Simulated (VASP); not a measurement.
# SiC (P6_3mc) in VASP: further runs

Runs on SiC. Level: PBE. Tasks: relaxation of cell and atoms, relaxation of shape and atoms at fixed volume.

Program: VASP 6.6.1. These are calculated values, not measurements. Logs are shortened: lines on timing, memory, paths and dates and some standing lists are left out, and cuts for length are marked.

### 1 The cell of the first run

The structure is hexagonal, space group P6_3mc (No. 186). The conventional cell has a = 3.086 Å, b = 3.086 Å, c = 5.065 Å, α = 90.00°, β = 90.00°, γ = 120.00°. Within 2.5 Å of Si (site symmetry 3m) lie 4 C at 1.87 to 1.95 Å. Within 2.5 Å of C (site symmetry 3m) lie 4 Si at 1.87 to 1.95 Å.

### 2 Relaxation of cell and atoms, PBE

INCAR reads:

```
SYSTEM = SiC
  PREC = Accurate
  ENCUT = 600
  EDIFF = 1E-6
  ISMEAR = 0
  SIGMA = 0.05
  LREAL = .FALSE.
  LASPH = .TRUE.
  NELM = 100
  ALGO = Normal
  ISIF = 3
  LWAVE = .FALSE.
  LCHARG = .FALSE.
  GGA = PE
  IBRION = 2
  NSW = 80
  EDIFFG = -0.01
```

KPOINTS reads:

```
Automatic mesh
0
G
  12 12 8
  0 0 0
```

POSCAR reads:

```
SiC
1.0
    3.0862175446      0.0000000000      0.0000000000
   -1.5431087723      2.6727427953      0.0000000000
    0.0000000000      0.0000000000      5.0647708873
Si C
2 2
Direct
    0.3333333333      0.6666666667      0.0000000000
    0.6666666667      0.3333333333      0.5000000000
    0.3333333333      0.6666666667      0.3850000000
    0.6666666667      0.3333333333      0.8850000000
```

Potentials or basis: VASP PAW PBE potentials, release 64 (Si, C).

Started as:

```console
$ cat potpaw_PBE.64/Si/POTCAR potpaw_PBE.64/C/POTCAR > POTCAR
$ mpirun -np 1 vasp_std > vasp.out
```

OUTCAR:

```text
SYSTEM = SiC
   PREC = Accurate
   ENCUT = 600
   EDIFF = 1E-6
   ISMEAR = 0
   LREAL = .FALSE.
   LASPH = .TRUE.
   NELM = 100
   ISIF = 3
   GGA = PE
   IBRION = 2
   NSW = 80
   EDIFFG = -0.01

 ion  position               nearest neighbor table
   1  0.333  0.667  0.000-   4 1.87   4 1.87   4 1.87   3 1.95   2 3.10   2 3.10   2 3.10   2 3.10
                             2 3.10   2 3.10
   2  0.667  0.333  0.500-   3 1.87   3 1.87   3 1.87   4 1.95   1 3.10   1 3.10   1 3.10   1 3.10
                             1 3.10   1 3.10
   3  0.333  0.667  0.385-   2 1.87   2 1.87   2 1.87   1 1.95
   4  0.667  0.333  0.885-   1 1.87   1 1.87   1 1.87   2 1.95

  LATTYP: Found a hexagonal cell.
 ALAT       =     3.0862175446
 C/A-ratio  =     1.6410932846

  Lattice vectors:

 A1 = (   3.0862175446,   0.0000000000,   0.0000000000)
 A2 = (  -1.5431087723,   2.6727427953,   0.0000000000)
 A3 = (   0.0000000000,   0.0000000000,   5.0647708873)

Analysis of symmetry for initial positions (statically):
=====================================================================
 Subroutine PRICEL returns:
 Original cell was already a primitive cell.

 Routine SETGRP: Setting up the symmetry group for a
 hexagonal supercell.

 Subroutine GETGRP returns: Found 12 space group operations
 (whereof  6 operations were pure point group operations)
 out of a pool of 24 trial point group operations.

The static configuration has the point symmetry C_3v.
 The point group associated with its full space group is C_6v.

Analysis of symmetry for dynamics (positions and initial velocities):
=====================================================================
 Subroutine PRICEL returns:
 Original cell was already a primitive cell.

 Routine SETGRP: Setting up the symmetry group for a
 hexagonal supercell.

 Subroutine GETGRP returns: Found 12 space group operations
 (whereof  6 operations were pure point group operations)
 out of a pool of 24 trial point group operations.

The dynamic configuration has the point symmetry C_3v.
 The point group associated with its full space group is C_6v.

 Subroutine INISYM returns: Found 12 space group operations
 (whereof  6 operations are pure point group operations),
 and found     1 'primitive' translations

----------------------------------------------------------------------------------------

                                     Primitive cell

  volume of cell :      41.7776

[... 107 lines left out ...]
   ISMEAR =     0;   SIGMA  =   0.05  broadening in eV -4-tet -1-fermi 0-gaus
   EFERMI_NEDOS =   21; number of points for ismear=-14 and -15
   IALGO  =     38    algorithm
   IMIX   =      4    mixing-type and parameters
     AMIX     =   0.40;   BMIX     =  1.00
     AMIX_MAG =   1.60;   BMIX_MAG =  1.00
  volume/ion in A,a.u.               =      10.44        70.48
  Fermi-wavevector in a.u.,A,eV,Ry     =   1.188868  2.246635 19.230573  1.413407
  Thomas-Fermi vector in A             =   2.324988
   LORBIT       =      0    0 simple, 1 ext, 2 COOP (PROOUT), +10 PAW based schemes
   GGA     = PE    functional components
   LHFCALC =     F    Hartree Fock is set to
   AEXX    =    0.0000 exact exchange contribution
   IVDW    =     0    specifies the selected vdW correction
   LEPSILON=     F    determine dielectric tensor
   LRPA    =     F    only Hartree local field effects (RPA)
 conjugate gradient relaxation of ions
 non-spin polarized calculation
 Gauss-broadening in eV      SIGMA  =   0.05
  energy-cutoff  :      600.00
  volume of cell :       41.78
 maximum number of plane-waves:      1412
 NGX is ok and might be reduce to    28
   NGX = 13   NGY = 13   NGZ = 21

--------------------------------------- Ionic step        1  -------------------------------------------

 number of electron      16.0000000 magnetization

 Free energy of the ion-electron system (eV)
  ---------------------------------------------------
  ext. energy  EPLUGINS =         0.00000000
  ---------------------------------------------------
  free energy    TOTEN  =       -30.07671347 eV

  energy without entropy =      -30.07671347  energy(sigma->0) =      -30.07671347

------------------------ aborting loop because EDIFF is reached ----------------------------------------

  FORCE on cell =-STRESS in cart. coord.  units (eV):
  Direction    XX          YY          ZZ          XY          YZ          ZX
  --------------------------------------------------------------------------------------
  -------------------------------------------------------------------------------------
  Total        0.7214036      0.7214036     -0.4353051      0.0000000      0.0000000     -0.0000000
  in kB       27.6659356     27.6659356    -16.6940145      0.0000000      0.0000000     -0.0000000
  external PRESSURE =      12.8792856 kB  Pullay stress =       0.0000000 kB
[... 215 lines left out ...]
--------------------------------------- Ionic step        7  -------------------------------------------

 number of electron      16.0000000 magnetization

 Free energy of the ion-electron system (eV)
  ---------------------------------------------------
  ext. energy  EPLUGINS =         0.00000000
  ---------------------------------------------------
  free energy    TOTEN  =       -30.11278465 eV

  energy without entropy =      -30.11278465  energy(sigma->0) =      -30.11278465

 E-fermi :   8.3027     XC(G=0): -11.2840

 val. band max:        8.0861476610   @ k =   0.0000   0.0000   0.0000
 cond. band min:      10.3918113265   @ k =   0.3333   0.3333   0.0000
 fundamental gap:      2.3056636655
 Fermi energy:         8.3026637959

 k-point     1 :       0.0000    0.0000    0.0000
  band No.  band energies     occupation
      1      -7.3608      2.00000
      2      -3.8518      2.00000
      3      -0.5218      2.00000
      4       6.7774      2.00000
      5       6.7774      2.00000
      6       7.9788      2.00000
      7       8.0861      2.00000
      8       8.0861      2.00000
      9      12.7649      0.00000
     10      14.1338      0.00000
     11      14.6645      0.00000
     12      14.6645      0.00000
[... 331 lines left out ...]
 k-point    24 :       0.3333    0.0000    0.1250
  band No.  band energies     occupation
      1      -5.4652      2.00000
      2      -2.7382      2.00000
      3       0.7529      2.00000
      4       2.2820      2.00000
      5       3.4867      2.00000
      6       5.2209      2.00000
      7       6.4245      2.00000
      8       7.0686      2.00000
      9      11.4411      0.00000
     10      12.6732      0.00000
     11      15.0380      0.00000
     12      15.6849      0.00000

 [... further k-points ...]
[... 5 lines left out ...]
  --------------------------------------------------------------------------------------
  -------------------------------------------------------------------------------------
  Total       -0.0227545     -0.0227545     -0.0385239      0.0000000      0.0000000      0.0000000
  in kB       -0.8680706     -0.8680706     -1.4696677      0.0000000      0.0000000      0.0000000
  external PRESSURE =      -1.0686030 kB  Pullay stress =       0.0000000 kB
[... 19 lines left out ...]
  FREE ENERGIE OF THE ION-ELECTRON SYSTEM (eV)
  ---------------------------------------------------
  free  energy   TOTEN  =       -30.1127846541 eV

  energy  without entropy=      -30.1127846541  energy(sigma->0) =      -30.11278465

 reached required accuracy - stopping structural energy minimisation
```

OSZICAR:

```text
N       E                     dE             d eps       ncg     rms          rms(c)
DAV:   1     0.412498471797E+02    0.41250E+02   -0.80688E+03  2280   0.134E+03
DAV:   2    -0.304427996903E+02   -0.71693E+02   -0.65742E+02  3324   0.198E+02
DAV:   3    -0.337232317479E+02   -0.32804E+01   -0.32613E+01  2980   0.429E+01
[... 46 lines left out ...]
       N       E                     dE             d eps       ncg     rms          rms(c)
DAV:   1    -0.301128077364E+02   -0.28604E-04   -0.15050E-03  2644   0.338E-01    0.320E-02
DAV:   2    -0.301127921402E+02    0.15596E-04   -0.53825E-05  2824   0.615E-02    0.176E-02
DAV:   3    -0.301127850261E+02    0.71141E-05   -0.15459E-05  2832   0.301E-02    0.320E-03
DAV:   4    -0.301127846541E+02    0.37202E-06   -0.14024E-06  1508   0.929E-03
   7 F= -.30112785E+02 E0= -.30112785E+02  d E =-.602546E-05
```

Wall time 70 s (1 thread of Intel Xeon 6975P-C (Granite Rapids), shared host); peak memory 0.2 GiB.

Results:

```yaml
Free_energy: -30.1128 eV
Relaxed_volume: 10.50 Å³/atom
Relaxed_cell: a = 3.092 Å, b = 3.092 Å, c = 5.074 Å, α = 90.00°, β = 90.00°, γ = 120.00°
Space_group_after_relaxing_to_0.05_Å: P6_3mc (No. 186)
Energy_gained_by_relaxing: 9.0 meV/atom
Ionic_steps: 7
Pressure_after_relaxing: -0.1 GPa
Largest_force_after_relaxing: 0.007 eV/Å
Band_gap_on_the_k_mesh: 2.31 eV, indirect (least direct gap 3.94 eV)
```

Forces on the atoms (eV/Å):
```
Si   0.000  0.000  0.007
Si   0.000  0.000  0.007
C    0.000  0.000 -0.007
C    0.000  0.000 -0.007
```

The path:
| step | energy change (eV) | largest force (eV/Å) | pressure (GPa) | volume (Å³) |
| --- | --- | --- | --- | --- |
| 1 | 0.0000 | 0.7372 | 1.29 | 41.78 |
| 2 | -0.0076 | 0.5982 | -1.34 | 42.28 |
| 3 | -0.0332 | 0.0693 | -0.40 | 42.05 |
| 4 | -0.0360 | 0.0192 | 0.23 | 41.93 |
| 5 | -0.0361 | 0.0069 | 0.14 | 41.95 |
| 6 | -0.0361 | 0.0049 | 0.13 | 41.95 |
| 7 | -0.0361 | 0.0067 | -0.11 | 42.00 |

Final structure:
```xyz
4
Lattice="3.0915 0.0000 0.0000 -1.5458 2.6773 0.0000 0.0000 0.0000 5.0740" Properties=species:S:1:pos:R:3 pbc="T T T"
Si    0.0000    1.7849    0.0231
Si    1.5458    0.8924    2.5601
C     0.0000    1.7849    1.9304
C     1.5458    0.8924    4.4674
```

A k mesh can miss the band edges. PBE usually gives volumes a little too large and moduli too small.

### 3 Relaxation of shape and atoms at fixed volume, PBE (volume scaled by 1.020)

INCAR reads:

```
SYSTEM = SiC
ALGO = Normal
EDIFF = 1E-7
EDIFFG = -0.01
ENCUT = 600
GGA = PE
IBRION = 2
ISIF = 4
ISMEAR = 0
LASPH = .True.
LCHARG = .False.
LREAL = .False.
LWAVE = .False.
NELM = 100
NSW = 60
PREC = Accurate
SIGMA = 0.05
```

KPOINTS reads:

```
k-points
0
Gamma
  12 12 8
  0 0 0
```

POSCAR reads:

```
SiC
1.0
    3.1124136026      0.0000000000      0.0000000000
   -1.5562068013      2.6954292469      0.0000000000
    0.0000000000      0.0000000000      5.1079171881
Si C
2 2
Direct
    0.3333333333      0.6666666667      0.0045824632
    0.6666666667      0.3333333333      0.5045824632
    0.3333333333      0.6666666667      0.3804175368
    0.6666666667      0.3333333333      0.8804175368
```

Potentials or basis: VASP PAW PBE potentials, release 64 (Si, C).

Started as:

```console
$ cat potpaw_PBE.64/Si/POTCAR potpaw_PBE.64/C/POTCAR > POTCAR
$ mpirun -np 1 vasp_std > vasp.out
```

Wall time 23 s (1 thread of Intel Xeon 6975P-C (Granite Rapids), shared host); peak memory 0.2 GiB.

The run converged. Its results:

- Free energy: -30.1020 eV
- Pressure after relaxing: -4.2 GPa
- Largest force after relaxing: 0.004 eV/Å
- Band gap on the k mesh: 2.34 eV, indirect (least direct gap 3.90 eV)

Forces in eV/Å, atoms in the order of the input:
```
Si   0.000  0.000 -0.004
Si   0.000  0.000 -0.004
C    0.000  0.000  0.004
C    0.000  0.000  0.004
```

Stress tensor (GPa, compression positive):
```
-4.27  0.00  0.00
 0.00 -4.27  0.00
 0.00  0.00 -4.16
```

Final structure:
```
Si C
1.0
     3.11241    0.00000    0.00000
    -1.55621    2.69543    0.00000
     0.00000    0.00000    5.10792
Si C
2 2
Direct
  0.33333 0.66667 0.00458
  0.66667 0.33333 0.50458
  0.33333 0.66667 0.38042
  0.66667 0.33333 0.88042
```

Levels at points of the mesh, in eV from the valence-band top:
```
           k point  band 5  band 6  band 7  band 8  band 9  band 10  band 11  band 12
(0.00, 0.00, 0.00)   -1.30   -0.11    0.00    0.00    4.51     5.83     6.46     6.46
(0.50, 0.00, 0.00)   -5.30   -3.25   -3.19   -1.18    2.72     4.19     6.61     6.99
(0.00, 0.00, 0.50)   -0.70   -0.70   -0.70   -0.70    5.59     5.59     7.16     7.16
(0.50, 0.00, 0.50)   -2.39   -2.39   -2.29   -2.29    3.21     3.21     5.11     5.11
```

Caveat: the cell differs from its parent crystal (volume scaled by 1.020); the relaxation stopped at its first step, so nothing moved. A k mesh can miss the band edges.

### 4 Relaxation of shape and atoms at fixed volume, PBE (volume scaled by 1.040)

Edit INCAR of step 3 so:

```diff
@@ -13,3 +13,3 @@
 LWAVE = .False.
-NELM = 100
+NELM = 60
 NSW = 60
```

KPOINTS is that of step 3.

POSCAR reads:

```
SiC
1.0
    3.1326246469      0.0000000000      0.0000000000
   -1.5663123234      2.7129325247      0.0000000000
    0.0000000000      0.0000000000      5.1410864110
Si C
2 2
Direct
    0.3333333333      0.6666666667      0.0045824632
    0.6666666667      0.3333333333      0.5045824632
    0.3333333333      0.6666666667      0.3804175368
    0.6666666667      0.3333333333      0.8804175368
```

Started as:

```console
$ cat potpaw_PBE.64/Si/POTCAR potpaw_PBE.64/C/POTCAR > POTCAR
$ mpirun -np 1 vasp_std > vasp.out
```

It took 24 s on 1 thread of Intel Xeon 6975P-C (Granite Rapids), shared host; peak memory 0.2 GiB.

Results (log left out):

* Free energy: -30.0708 eV
* Pressure after relaxing: -7.9 GPa
* Largest force after relaxing: 0.007 eV/Å
* Band gap on the k mesh: 2.37 eV, indirect (least direct gap 3.87 eV)

Forces in eV/Å, atoms in the order of the input:
```
Si   0.000  0.000 -0.007
Si   0.000  0.000 -0.007
C    0.000  0.000  0.007
C    0.000  0.000  0.007
```

Stress tensor (GPa, compression positive):
```
-7.97  0.00  0.00
 0.00 -7.97  0.00
 0.00  0.00 -7.78
```

Final structure:
```
Si C
1.0
     3.13262    0.00000    0.00000
    -1.56631    2.71293    0.00000
     0.00000    0.00000    5.14109
Si C
2 2
Cartesian
  0.0000 1.8086 0.0236
  1.5663 0.9043 2.5941
  0.0000 1.8086 1.9558
  1.5663 0.9043 4.5263
```

Levels at points of the mesh, in eV from the valence-band top:
| k point | band 5 | band 6 | band 7 | band 8 | band 9 | band 10 | band 11 | band 12 |
| --- | --- | --- | --- | --- | --- | --- | --- | --- |
| (0.00, 0.00, 0.00) | -1.29 | -0.11 | 0.00 | 0.00 | 4.35 | 5.62 | 6.35 | 6.35 |
| (0.50, 0.00, 0.00) | -5.23 | -3.21 | -3.13 | -1.18 | 2.69 | 4.17 | 6.46 | 6.92 |
| (0.00, 0.00, 0.50) | -0.70 | -0.70 | -0.70 | -0.70 | 5.43 | 5.43 | 7.06 | 7.06 |
| (0.50, 0.00, 0.50) | -2.37 | -2.37 | -2.27 | -2.27 | 3.17 | 3.17 | 5.03 | 5.03 |

Caveat: the cell differs from its parent crystal (volume scaled by 1.040); the relaxation stopped at its first step, so nothing moved. A k mesh can miss the band edges.

### 5 The runs side by side

| task | cell | gap on the mesh (eV) | pressure (GPa) | largest force (eV/Å) |
| --- | --- | --- | --- | --- |
| relaxation of cell and atoms | relaxed from a = 3.086, b = 3.086, c = 5.065 Å, angles 90.0, 90.0, 120.0°, 4 atoms | 2.31 | -0.1 | 0.01 |
| relaxation of shape and atoms at fixed volume | relaxed from a = 3.112, b = 3.112, c = 5.108 Å, angles 90.0, 90.0, 120.0°, 4 atoms | 2.34 | -4.2 | - |
| relaxation of shape and atoms at fixed volume | relaxed from a = 3.133, b = 3.133, c = 5.141 Å, angles 90.0, 90.0, 120.0°, 4 atoms | 2.37 | -7.9 | 0.01 |

Alike in all rows: level PBE; potentials or basis VASP PAW PBE potentials, release 64 (Si, C); no spin polarisation; k mesh 12 × 12 × 8; cutoff (eV) 600; smearing gaussian 0.05 eV.

Caveats: the relaxation stopped at its first step, so nothing moved (some runs).

Absolute energies hang on the potentials; compare differences alone.
